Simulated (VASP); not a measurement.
A run of VASP 6.6.1:

File INCAR:

```
SYSTEM = TePb
PREC     = Accurate       ! precision mode
ENCUT    = 520            ! plane-wave cutoff, eV
EDIFF    = 1E-6           ! SCF threshold, eV
ISMEAR   = -1             ! smearing method
SIGMA    = 0.08           ! smearing width, eV
LREAL    = .FALSE.        ! projectors in reciprocal space
LASPH    = .TRUE.         ! aspherical terms in the spheres
NELM     = 60             ! most SCF steps
ALGO     = Normal         ! electronic algorithm
ISIF     = 2              ! what is computed and relaxed
LWAVE    = .FALSE.        ! write WAVECAR
LCHARG   = .FALSE.        ! write CHGCAR
GGA      = PE             ! functional
NBANDS   = 17             ! bands
```

The input KPOINTS:

```
regular mesh
0
G
  11 11 11
  0 0 0
```

POSCAR

```
TePb
1.0
    3.9058049135      0.0000000000      0.0000000000
    0.0000000000      3.9058049135      0.0000000000
    0.0000000000      0.0000000000      3.9058049135
Pb Te
1 1
Direct
    0.0000000000      0.0000000000      0.0000000000
    0.5000000000      0.5000000000      0.5000000000
```

Potentials or basis: VASP PAW PBE potentials, release 64 (Pb_d, Te).

Command:

```sh
$ cat potpaw_PBE.64/Pb_d/POTCAR potpaw_PBE.64/Te/POTCAR > POTCAR
$ mpirun -np 1 vasp_std > vasp.out
```

Hardware: 1 thread of Intel(R) Xeon(R) Platinum 8259CL CPU @ 2.50GHz (Skylake/Cascade Lake), on a shared host.

How long does it take, and how much memory?

Run time: 47 s on 1 thread of Intel(R) Xeon(R) Platinum 8259CL CPU @ 2.50GHz (Skylake/Cascade Lake) (shared host), peak memory 0.2 GiB. Counts: scf iterations 12, k points 56.
